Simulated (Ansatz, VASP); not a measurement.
**Two plane-wave programs on Al**

POSCAR

```
Al
1.0
    2.5932235702      0.0000000000      0.0000000000
    0.0000000000      2.5932235702      0.0000000000
    0.0000000000      0.0000000000      2.5932235702
Al
1
Direct
    0.0000000000      0.0000000000      0.0000000000
```

File INCAR.step1:

```
ALGO = Normal
EDIFF = 1E-4
ENCUT = 520
GGA = PE
ISMEAR = -1
LASPH = T
LCHARG = F
LREAL = F
LWAVE = T
NBANDS = 8
NELM = 100
PREC = Accurate
SIGMA = 0.1
```

File INCAR.step2:

```
ALGO = Normal
EDIFF = 1E-6
ENCUT = 520
ISIF = 2
ISMEAR = -1
ISTART = 1
LASPH = T
LCHARG = F
LMIXTAU = T
LREAL = F
LWAVE = F
METAGGA = R2SCAN
NBANDS = 8
NELM = 100
PREC = Accurate
SIGMA = 0.1
```

The input KPOINTS:

```
k-points
0
Gamma
  13 13 13
```

Input for Ansatz:

```yaml
crystal:
  lattice:
    - [2.5932235702, 0.0, 0.0]
    - [0.0, 2.5932235702, 0.0]
    - [0.0, 0.0, 2.5932235702]
  atoms:
    - { symbol: Al, position: [0.0, 0.0, 0.0] }
hamiltonian:
  xc: r2scan
  pseudopotentials:
    kind: paw
    azcp:
      Al: "pseudopotentials/Al.paw.azcp"
basis:
  ecutwfc: 500
  fft_grid_basis: typed
kpoints:
  mp_grid: { grid: [13, 13, 13], shift: [0, 0, 0] }
magnetization:
  spin_polarized: false
scf:
  occupations: { method: fermi_dirac, width: 0.1 }
  lower_state_search: "off"
output:
  stress: true
```

Alike in both runs: task single point; functional r2SCAN; k mesh 13 × 13 × 13; occupations fermi-dirac, width 0.1 eV; no spin polarisation.

|  | VASP | Ansatz |
| --- | --- | --- |
| version | VASP 6.6.1 | Ansatz 0.2.0 |
| potentials or method | VASP PAW PBE potentials, release 64 (Al), cutoff 520 eV | plane waves (500 eV) with PAW, scalar-relativistic |
| valence electrons in the cell | 3 | 3 |

Ansatz gave:

| Quantity | Value |
| --- | --- |
| pressure (GPa) | 10.3 |

**Question.** What did VASP give for the same quantities?

**Answer.** Pressure (GPa): 10.1.

VASP's potentials were made for PBE, not for r2SCAN.
